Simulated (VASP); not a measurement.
A run of VASP 6.6.1 is set up as follows.

INCAR

```
  ALGO = Normal
  EDIFF = 1E-6
  ENCUT = 430
  GGA = PE
  GGA_COMPAT = F
  ISIF = 2
  ISMEAR = 0
  LASPH = T
  LCHARG = T
  LELF = T
  LREAL = F
  LVHAR = T
  LWAVE = F
  NBANDS = 26
  NELM = 120
  NELMDL = -8
  PREC = Accurate
  SIGMA = 0.01
```

Contents of KPOINTS:

```
k-points
0
Gamma
  1 1 1
```

The input POSCAR:

```
H4PtS2
1.0
   10.3900000000      0.0000000000      0.0000000000
    0.0000000000     11.6800000000      0.0000000000
    0.0000000000      0.0000000000     14.4100000000
Pt S H
1 2 4
Direct
    0.5437362800      0.4999143800      0.5000124900
    0.5564427300      0.5022149000      0.6550999300
    0.5564427300      0.4976130100      0.3449250500
    0.5670442700      0.6145539400      0.6802428900
    0.4331087600      0.4976215800      0.6877418500
    0.5670442700      0.3852739700      0.3197821000
    0.4331087600      0.5022063400      0.3122831400
```

Potentials or basis: VASP PAW PBE potentials, release 64 (Pt_sv_GW, S, H).

Launch:

```sh
$ cat potpaw_PBE.64/Pt_sv_GW/POTCAR potpaw_PBE.64/S/POTCAR potpaw_PBE.64/H/POTCAR > POTCAR
$ mpirun -np 1 vasp_gam > vasp.out
```

What does it give for the largest force?

0.471 eV/Å.

Estimate the gap between the frontier levels.

3.26 eV.

Forces on the atoms (eV/Å):
```
Pt   0.027  0.000  0.000
S   -0.004 -0.010 -0.471
S   -0.004  0.010  0.471
H   -0.032 -0.039 -0.022
H    0.022  0.032 -0.022
H   -0.032  0.039  0.022
H    0.022 -0.032  0.022
```

Caveat: spin-orbit coupling is left out, which moves the levels of the heavy elements.
